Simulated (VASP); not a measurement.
# AgBr (Fm-3m) in VASP: a series of runs

AgBr is run at these levels: r2SCAN; tasks: single point.

All numbers are computed with VASP 6.6.1; they aren't measurements. Logs are shortened: lines on timing, memory, paths and dates and some standing lists are left out, and cuts for length are marked.

### Step 1. The cell of the first run

Symmetry: Fm-3m, No. 225, cubic system. The conventional cell has a = 5.759 Å, b = 5.759 Å, c = 5.759 Å, α = 90.00°, β = 90.00°, γ = 90.00°. Within 3.8 Å of Ag (site symmetry m-3m) lie 6 Br at 2.88 Å. Br (site symmetry m-3m) has 6 Ag at 2.88 Å within 3.8 Å.

### Step 2. Single point, r2SCAN

POSCAR

```
AgBr
1.0
    0.0000000000      2.8796854521      2.8796854521
    2.8796854521      0.0000000000      2.8796854521
    2.8796854521      2.8796854521      0.0000000000
Ag Br
1 1
Direct
    0.0000000000      0.0000000000      0.0000000000
    0.5000000000      0.5000000000      0.5000000000
```

INCAR.step1

```
PREC     = Accurate       # precision mode
ENCUT    = 550            # plane-wave cutoff, eV
ISMEAR   = -1             # smearing method
SIGMA    = 0.02           # smearing width, eV
LREAL    = F              # projectors in reciprocal space
LASPH    = T              # aspherical terms in the spheres
NELM     = 120            # most SCF steps
NBANDS   = 16             # bands
GGA      = PE             # functional
ALGO     = Normal         # electronic algorithm
EDIFF    = 1E-5           # SCF threshold, eV
LWAVE    = T              # write WAVECAR
LCHARG   = F              # write CHGCAR
GGA_COMPAT= F
```

INCAR.step2

```
PREC     = Accurate       # precision mode
ENCUT    = 550            # plane-wave cutoff, eV
EDIFF    = 1E-6           # SCF threshold, eV
ISMEAR   = -1             # smearing method
SIGMA    = 0.02           # smearing width, eV
LREAL    = F              # projectors in reciprocal space
LASPH    = T              # aspherical terms in the spheres
NELM     = 120            # most SCF steps
ALGO     = Normal         # electronic algorithm
ISIF     = 2              # what is computed and relaxed
LWAVE    = F              # write WAVECAR
LCHARG   = T              # write CHGCAR
METAGGA  = R2SCAN         # meta-GGA
LMIXTAU  = T            
LELF     = T              # ELF
LVHAR    = T            
NBANDS   = 16             # bands
ISTART   = 1            
GGA_COMPAT= F
```

KPOINTS

```
regular mesh
0
Gamma
  6 6 6
```

Potentials or basis: VASP PAW PBE potentials, release 64 (Ag, Br).

On the command line:

```bash
$ cat potpaw_PBE.64/Ag/POTCAR potpaw_PBE.64/Br/POTCAR > POTCAR
$ cp INCAR.step1 INCAR
$ mpirun -np 1 vasp_std > vasp.out
$ cp INCAR.step2 INCAR
$ mpirun -np 1 vasp_std > vasp.out
```

OUTCAR:

```text
PREC = Accurate
   ENCUT = 550
   EDIFF = 1E-6
   ISMEAR = -1
   LREAL = F
   LASPH = T
   NELM = 120
   ISIF = 2
   METAGGA = R2SCAN
   ISTART = 1

 ion  position               nearest neighbor table
   1  0.000  0.000  0.000-   2 2.88   2 2.88   2 2.88   2 2.88   2 2.88   2 2.88
   2  0.500  0.500  0.500-   1 2.88   1 2.88   1 2.88   1 2.88   1 2.88   1 2.88

  LATTYP: Found a face centered cubic cell.
 ALAT       =     5.7593709042

  Lattice vectors:

 A1 = (   0.0000000000,   2.8796854521,   2.8796854521)
 A2 = (   2.8796854521,   0.0000000000,   2.8796854521)
 A3 = (   2.8796854521,   2.8796854521,   0.0000000000)

Analysis of symmetry for initial positions (statically):
=====================================================================
 Subroutine PRICEL returns:
 Original cell was already a primitive cell.

 Routine SETGRP: Setting up the symmetry group for a
 face centered cubic supercell.

 Subroutine GETGRP returns: Found 48 space group operations
 (whereof 48 operations were pure point group operations)
 out of a pool of 48 trial point group operations.

The static configuration has the point symmetry O_h .

Analysis of symmetry for dynamics (positions and initial velocities):
=====================================================================
 Subroutine PRICEL returns:
 Original cell was already a primitive cell.

 Routine SETGRP: Setting up the symmetry group for a
 face centered cubic supercell.

 Subroutine GETGRP returns: Found 48 space group operations
 (whereof 48 operations were pure point group operations)
 out of a pool of 48 trial point group operations.

The dynamic configuration has the point symmetry O_h .

 Subroutine INISYM returns: Found 48 space group operations
 (whereof 48 operations are pure point group operations),
 and found     1 'primitive' translations

----------------------------------------------------------------------------------------

                                     Primitive cell

  volume of cell :      47.7601

  direct lattice vectors                    reciprocal lattice vectors
     0.000000000  2.879685452  2.879685452    -0.173630075  0.173630075  0.173630075
     2.879685452  0.000000000  2.879685452     0.173630075 -0.173630075  0.173630075
     2.879685452  2.879685452  0.000000000     0.173630075  0.173630075 -0.173630075

  length of vectors
     4.072490222  4.072490222  4.072490222     0.300736111  0.300736111  0.300736111

  position of ions in fractional coordinates (direct lattice)
     0.000000000  0.000000000  0.000000000
     0.500000000  0.500000000  0.500000000

  ion indices of the primitive-cell ions
   primitive index   ion index
                 1           1
                 2           2

----------------------------------------------------------------------------------------

 KPOINTS: regular mesh

Automatic generation of k-mesh.
 Grid dimensions read from file:
 generate k-points for:    6    6    6

 Generating k-lattice:

  Cartesian coordinates                     Fractional coordinates (reciprocal lattice)
    -0.028938346  0.028938346  0.028938346     0.166666667  0.000000000  0.000000000
     0.028938346 -0.028938346  0.028938346     0.000000000  0.166666667  0.000000000
     0.028938346  0.028938346 -0.028938346     0.000000000  0.000000000  0.166666667

  Length of vectors
     0.050122685  0.050122685  0.050122685

  Shift w.r.t. Gamma in fractional coordinates (k-lattice)
     0.000000000  0.000000000  0.000000000

 Subroutine IBZKPT returns following result:
 ===========================================

 Found     16 irreducible k-points:

 Following reciprocal coordinates:
            Coordinates               Weight
  0.000000  0.000000  0.000000      1.000000
  0.166667  0.000000  0.000000      8.000000
  0.333333  0.000000  0.000000      8.000000
  0.500000  0.000000  0.000000      4.000000
  0.166667  0.166667  0.000000      6.000000
  0.333333  0.166667  0.000000     24.000000
[... 8 lines left out ...]
 -0.333333  0.333333  0.166667     24.000000
 -0.333333  0.500000  0.166667     12.000000
   k-points           NKPTS =     16   k-points in BZ     NKDIM =     16   number of bands    NBANDS=     16
   number of dos      NEDOS =    301   number of ions     NIONS =      2
   total plane-waves  NPLWV =  32768
   dimension x,y,z NGX =    32 NGY =   32 NGZ =   32
   dimension x,y,z NGXF=    64 NGYF=   64 NGZF=   64
   ions per type =               1   1
   NGX,Y,Z   is equivalent  to a cutoff of  13.06, 13.06, 13.06 a.u.
   NGXF,Y,Z  is equivalent  to a cutoff of  26.13, 26.13, 26.13 a.u.
 SYSTEM =  unknown system
   PREC   = accura    normal or accurate (medium, high low for compatibility)
   ISTART =      1    job   : 0-new  1-cont  2-samecut
   ICHARG =      0    charge: 1-file 2-atom 10-const
   ISPIN  =      1    spin polarized calculation?
   LNONCOLLINEAR =      F non collinear calculations
   LSORBIT =      F    spin-orbit coupling
   LASPH  =      T    aspherical Exc in radial PAW
   ENCUT  =  550.0 eV  40.42 Ry    6.36 a.u.   7.79  7.79  7.79*2*pi/ulx,y,z
   NELM   =    120;   NELMIN=  2; NELMDL=  0     # of ELM steps
   EDIFF  = 0.1E-05   stopping-criterion for ELM
   LREAL  =      F    real-space projection
   EDIFFG = 0.1E-04   stopping-criterion for IOM
   NSW    =      0    number of steps for IOM
   IBRION =     -1    ionic relax: 0-MD 1-quasi-New 2-CG
   NFREE  =      0    steps in history (QN), initial steepest desc. (CG)
   ISIF   =      2    stress and relaxation
   ISYM   =      2    0-nonsym 1-usesym 2-fastsym
   POTIM  = 0.5000    time-step for ionic-motion
   TEBEG  =    0.0;   TEEND  =   0.0 temperature during run
   PSTRESS=    0.0 pullay stress
   NELECT =      18.0000    total number of electrons
   NUPDOWN=      -1.0000    fix difference up-down
   EMIN   =  10.00;   EMAX   =-10.00  energy-range for DOS
   EFERMI =   0.00;   METHOD = LEGACY
   ISMEAR =    -1;   SIGMA  =   0.02  broadening in eV -4-tet -1-fermi 0-gaus
   EFERMI_NEDOS =   21; number of points for ismear=-14 and -15
   IALGO  =     38    algorithm
   IMIX   =      4    mixing-type and parameters
     AMIX     =   0.40;   BMIX     =  1.00
     AMIX_MAG =   1.60;   BMIX_MAG =  1.00
  volume/ion in A,a.u.               =      23.88       161.15
  Fermi-wavevector in a.u.,A,eV,Ry     =   1.182526  2.234650 19.025941  1.398367
  Thomas-Fermi vector in A             =   2.318778
   LORBIT       =      0    0 simple, 1 ext, 2 COOP (PROOUT), +10 PAW based schemes
   METAGGA = R2SCAN    functional components
   LHFCALC =     F    Hartree Fock is set to
   AEXX    =    0.0000 exact exchange contribution
   IVDW    =     0    specifies the selected vdW correction
   LEPSILON=     F    determine dielectric tensor
   LRPA    =     F    only Hartree local field effects (RPA)
 non-spin polarized calculation
  energy-cutoff  :      550.00
  volume of cell :       47.76
 maximum number of plane-waves:      1420
   NGX = 15   NGY = 15   NGZ = 15

 number of electron      17.9999999 magnetization

 Free energy of the ion-electron system (eV)
  ---------------------------------------------------
  ext. energy  EPLUGINS =         0.00000000
  ---------------------------------------------------
  free energy    TOTEN  =       -35.51235815 eV

  energy without entropy =      -35.51235815  energy(sigma->0) =      -35.51235815

 E-fermi :   3.6537     XC(G=0): -10.3165

 val. band max:        3.1980508646   @ k =   0.5000   0.0000   0.0000
 cond. band min:       4.4434312228   @ k =   0.0000   0.0000   0.0000
 fundamental gap:      1.2453803582
 Fermi energy:         3.6537322126

 k-point     1 :       0.0000    0.0000    0.0000
  band No.  band energies     occupation
      1     -12.3439      2.00000
      2       0.4609      2.00000
      3       0.4609      2.00000
      4       0.4609      2.00000
      5       0.4682      2.00000
      6       0.4682      2.00000
[... 8 lines left out ...]
     15      15.8177      0.00000
     16      15.8177      0.00000

 k-point     2 :       0.1667    0.0000    0.0000
  band No.  band energies     occupation
      1     -12.2407      2.00000
      2      -0.2391      2.00000
      3      -0.1703      2.00000
      4      -0.1703      2.00000
      5       0.5324      2.00000
      6       0.5324      2.00000
[... 8 lines left out ...]
     15      14.7624      0.00000
     16      15.0722      0.00000

 k-point     3 :       0.3333    0.0000    0.0000
  band No.  band energies     occupation
      1     -12.0205      2.00000
      2      -1.5237      2.00000
      3      -0.7780      2.00000
      4      -0.7780      2.00000
      5       0.6788      2.00000
      6       0.6788      2.00000
[... 8 lines left out ...]
     15      15.8417      0.00000
     16      15.8417      0.00000

 k-point     4 :       0.5000    0.0000    0.0000
  band No.  band energies     occupation
      1     -11.9025      2.00000
      2      -2.0520      2.00000
      3      -0.9958      2.00000
      4      -0.9958      2.00000
      5       0.7547      2.00000
      6       0.7547      2.00000
[... 8 lines left out ...]
     15      17.0455      0.00000
     16      17.0455      0.00000
[... 172 lines left out ...]
 k-point    14 :       0.5000    0.3333    0.1667
  band No.  band energies     occupation
      1     -11.9199      2.00000
      2      -1.4650      2.00000
      3      -0.7795      2.00000
      4      -0.4190      2.00000
      5       0.6433      2.00000
      6       0.7610      2.00000
[... 8 lines left out ...]
     15      17.7652      0.00000
     16      19.0892      0.00000

 k-point    15 :      -0.3333    0.3333    0.1667
  band No.  band energies     occupation
      1     -11.8564      2.00000
      2      -1.3616      2.00000
      3      -0.8406      2.00000
      4      -0.8130      2.00000
      5       0.7138      2.00000
      6       0.7730      2.00000
[... 8 lines left out ...]
     15      16.7118      0.00000
     16      18.5595      0.00000

 k-point    16 :      -0.3333    0.5000    0.1667
  band No.  band energies     occupation
      1     -11.8486      2.00000
      2      -0.9593      2.00000
      3      -0.8175      2.00000
      4      -0.4785      2.00000
      5       0.8409      2.00000
      6       0.8532      2.00000
[... 8 lines left out ...]
     15      17.5948      0.00000
     16      18.6603      0.00000

------------------------ aborting loop because EDIFF is reached ----------------------------------------

  FORCE on cell =-STRESS in cart. coord.  units (eV):
  Direction    XX          YY          ZZ          XY          YZ          ZX
  --------------------------------------------------------------------------------------
  -------------------------------------------------------------------------------------
  Total        0.1745994      0.1745994      0.1745994      0.0000000      0.0000000      0.0000000
  in kB        5.8571755      5.8571755      5.8571755      0.0000000      0.0000000      0.0000000
  external PRESSURE =       5.8571755 kB  Pullay stress =       0.0000000 kB

 VOLUME and BASIS-vectors are now :
 -----------------------------------------------------------------------------
  energy-cutoff  :      550.00
  volume of cell :       47.76
      direct lattice vectors                 reciprocal lattice vectors
     0.000000000  2.879685452  2.879685452    -0.173630075  0.173630075  0.173630075
     2.879685452  0.000000000  2.879685452     0.173630075 -0.173630075  0.173630075
     2.879685452  2.879685452  0.000000000     0.173630075  0.173630075 -0.173630075

 POSITION                                       TOTAL-FORCE (eV/Angst)
 -----------------------------------------------------------------------------------
      0.00000      0.00000      0.00000         0.000000      0.000000     -0.000000
      2.87969      2.87969      2.87969        -0.000000     -0.000000      0.000000
 -----------------------------------------------------------------------------------
    total drift:                                0.000000     -0.000000     -0.000000

  FREE ENERGIE OF THE ION-ELECTRON SYSTEM (eV)
  ---------------------------------------------------
  free  energy   TOTEN  =       -35.5123581486 eV

  energy  without entropy=      -35.5123581486  energy(sigma->0) =      -35.51235815
```

Wall time 45 s (1 thread of AMD EPYC 7R13 (Zen 3), shared host); peak memory 0.16 GiB.

What came out:

| Quantity | Value |
| --- | --- |
| Free energy | -35.5124 eV |
| Pressure | 0.6 GPa |
| Band gap on the k mesh | 1.25 eV, indirect (least direct gap 3.24 eV) |

Levels at points of the mesh, in eV from the valence-band top:
```tsv
k point	band 5	band 6	band 7	band 8	band 9	band 10	band 11	band 12	band 13	band 14
(0.00, 0.00, 0.00)	-2.73	-2.73	-1.99	-1.99	-1.99	1.25	10.42	10.42	10.42	11.63
(0.50, 0.00, 0.00)	-2.44	-2.44	-2.10	0.00	0.00	4.27	7.17	7.39	7.39	12.78
(0.50, 0.50, 0.00)	-2.88	-2.58	-2.35	-2.35	-2.22	2.16	7.43	9.67	11.84	11.84
```

Caveat: the PAW data sets were made with another functional, which shifts forces and pressure a little. r2SCAN opens gaps a little over a GGA but as a rule still falls short of measured ones.

### Step 3. Single point, r2SCAN

This run uses another cell than the first one, of 24.59 Å³/atom, 1.030 times its volume.

POSCAR

```
AgBr
1.0
    0.0000000000      2.9079194629      2.9079194629
    2.9079194629      0.0000000000      2.9079194629
    2.9079194629      2.9079194629      0.0000000000
Ag Br
1 1
Direct
    0.0000000000      0.0000000000      0.0000000000
    0.5000000000      0.5000000000      0.5000000000
```

INCAR.step1

```
PREC = Accurate
ENCUT = 550
ISMEAR = -1
SIGMA = 0.02
LREAL = False
LASPH = True
NELM = 120
NBANDS = 16
GGA = PE
ALGO = Normal
EDIFF = 1E-5
LWAVE = True
LCHARG = False
GGA_COMPAT = False
```

INCAR.step2

```
PREC = Accurate
ENCUT = 550
EDIFF = 1E-6
ISMEAR = -1
SIGMA = 0.02
LREAL = False
LASPH = True
NELM = 120
ALGO = Normal
ISIF = 2
LWAVE = False
LCHARG = False
METAGGA = R2SCAN
LMIXTAU = True
NBANDS = 16
ISTART = 1
GGA_COMPAT = False
```

KPOINTS

```
Automatic mesh
0
Gamma
  6 6 6
```

Potentials or basis: VASP PAW PBE potentials, release 64 (Ag, Br).

On the command line:

```bash
$ cat potpaw_PBE.64/Ag/POTCAR potpaw_PBE.64/Br/POTCAR > POTCAR
$ cp INCAR.step1 INCAR
$ mpirun -np 1 vasp_std > vasp.out
$ cp INCAR.step2 INCAR
$ mpirun -np 1 vasp_std > vasp.out
```

It took 44 s on 1 thread of AMD EPYC 7R13 (Zen 3), shared host; peak memory 0.16 GiB.

The run converged. Its results:

| Property | Result |
| --- | --- |
| Free energy | -35.5119 eV |
| Pressure | -0.7 GPa |
| Band gap on the k mesh | 1.25 eV, indirect (least direct gap 3.13 eV) |

Levels at points of the mesh, in eV from the valence-band top:
```
           k point  band 6  band 7  band 8  band 9  band 10  band 11  band 12  band 13
(0.00, 0.00, 0.00)   -2.61   -1.88   -1.88   -1.88     1.25    10.43    10.43    10.43
(0.50, 0.00, 0.00)   -2.34   -2.01    0.00    0.00     4.35     6.99     7.44     7.44
(0.50, 0.50, 0.00)   -2.47   -2.25   -2.25   -2.15     2.23     7.48     9.54    11.68
```

Caveat: the PAW data sets were made with another functional, which shifts forces and pressure a little.

### Step 4. Single point, r2SCAN

This run uses another cell than the first one, of 25.30 Å³/atom, 1.059 times its volume.

POSCAR

```
AgBr
1.0
    0.0000000000      2.9356156008      2.9356156008
    2.9356156008      0.0000000000      2.9356156008
    2.9356156008      2.9356156008      0.0000000000
Ag Br
1 1
Direct
    0.0000000000      0.0000000000      0.0000000000
    0.5000000000      0.5000000000      0.5000000000
```

INCAR.step1

```
SYSTEM = AgBr
PREC = Accurate
ENCUT = 550
ISMEAR = -1
SIGMA = 0.02
LREAL = .FALSE.
LASPH = .TRUE.
NELM = 120
NBANDS = 16
GGA = PE
ALGO = Normal
EDIFF = 1E-5
LWAVE = .TRUE.
LCHARG = .FALSE.
GGA_COMPAT = .FALSE.
```

INCAR.step2

```
SYSTEM = AgBr
PREC = Accurate
ENCUT = 550
EDIFF = 1E-6
ISMEAR = -1
SIGMA = 0.02
LREAL = .FALSE.
LASPH = .TRUE.
NELM = 120
ALGO = Normal
ISIF = 2
LWAVE = .FALSE.
LCHARG = .TRUE.
METAGGA = R2SCAN
LMIXTAU = .TRUE.
LELF = .TRUE.
LVHAR = .TRUE.
NBANDS = 16
ISTART = 1
GGA_COMPAT = .FALSE.
```

KPOINTS

```
Automatic mesh
0
G
  6 6 6
  0 0 0
```

On the command line:

```bash
$ cat potpaw_PBE.64/Ag/POTCAR potpaw_PBE.64/Br/POTCAR > POTCAR
$ cp INCAR.step1 INCAR
$ mpirun -np 1 vasp_std > vasp.out
$ cp INCAR.step2 INCAR
$ mpirun -np 1 vasp_std > vasp.out
```

It took 45 s on 1 thread of AMD EPYC 7R13 (Zen 3), shared host; peak memory 0.16 GiB.

The run converged. Its results:

```yaml
Free_energy: -35.5008 eV
Pressure: -1.8 GPa
Band_gap_on_the_k_mesh: 1.25 eV, indirect (least direct gap 3.03 eV)
```

Levels at points of the mesh, in eV from the valence-band top:
```tsv
k point	band 6	band 7	band 8	band 9	band 10	band 11	band 12	band 13
(0.00, 0.00, 0.00)	-2.50	-1.78	-1.78	-1.78	1.25	10.43	10.43	10.43
(0.50, 0.00, 0.00)	-2.25	-1.93	0.00	0.00	4.42	6.82	7.49	7.49
(0.50, 0.50, 0.00)	-2.37	-2.17	-2.17	-2.08	2.29	7.52	9.42	11.54
```

Caveat: the PAW data sets were made with another functional, which shifts forces and pressure a little.

### Step 5. Overview

| cell | gap on the mesh (eV) | pressure (GPa) |
| --- | --- | --- |
| a = 4.072 Å, angles 60.0°, 2 atoms | 1.25 | 0.6 |
| a = 4.112 Å, angles 60.0°, 2 atoms | 1.25 | -0.7 |
| a = 4.152 Å, angles 60.0°, 2 atoms | 1.25 | -1.8 |

Alike in all rows: task single point; level r2SCAN; potentials or basis VASP PAW PBE potentials, release 64 (Ag, Br); no spin polarisation; k mesh 6 × 6 × 6; cutoff (eV) 550; smearing fermi-dirac 0.02 eV.

Caveats: the PAW data sets were made with another functional, which shifts forces and pressure a little.

Total energies depend on the potentials used, so only differences within one code and one set of settings carry meaning.
